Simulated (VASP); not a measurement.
Input of a VASP 6.6.1 run:

File INCAR:

```
SYSTEM = C
ALGO = Normal ; EDIFF = 1E-7
EDIFFG = -0.001 ; ENCUT = 600
IBRION = 2 ; ISIF = 3
ISMEAR = 0 ; LASPH = .True.
LCHARG = .False. ; LREAL = .False.
LWAVE = .False. ; NELM = 100
NSW = 80 ; PREC = Accurate
SIGMA = 0.01
```

The input KPOINTS:

```
k-points
0
Gamma
  14 14 8
  0 0 0
```

POSCAR

```
C
1.0
    2.1172982844     -1.2224340469     -0.0115975247
    2.1172982844      1.2224340469     -0.0115975247
   -1.3916690928      0.0000000000      3.3373019203
C
2
Direct
    0.8333830096      0.8333830096      0.0001497828
    0.1666169904      0.1666169904      0.9998502172
```

Potentials or basis: VASP PAW LDA potentials, release 64 (C).

The run is started by

```sh
$ cat potpaw_LDA.64/C/POTCAR > POTCAR
$ mpirun -np 1 vasp_std > vasp.out
```

Problem. Estimate the relaxed cell.

Solution. a = 2.446 Å, b = 2.446 Å, c = 3.577 Å, α = 109.98°, β = 109.98°, γ = 60.00°.

Problem. What does it give for the relaxed volume?

Solution. 8.52 Å³/atom.

Final structure:
```yaml
crystal:
  lattice:
    - [2.11835, -1.22303, -0.01181]
    - [2.11835, 1.22303, -0.01181]
    - [-1.39293, 0.00000, 3.29508]
  atoms:
    - { symbol: C, position: [0.83339, 0.83339, 0.00018] }
    - { symbol: C, position: [0.16661, 0.16661, 0.99982] }
```
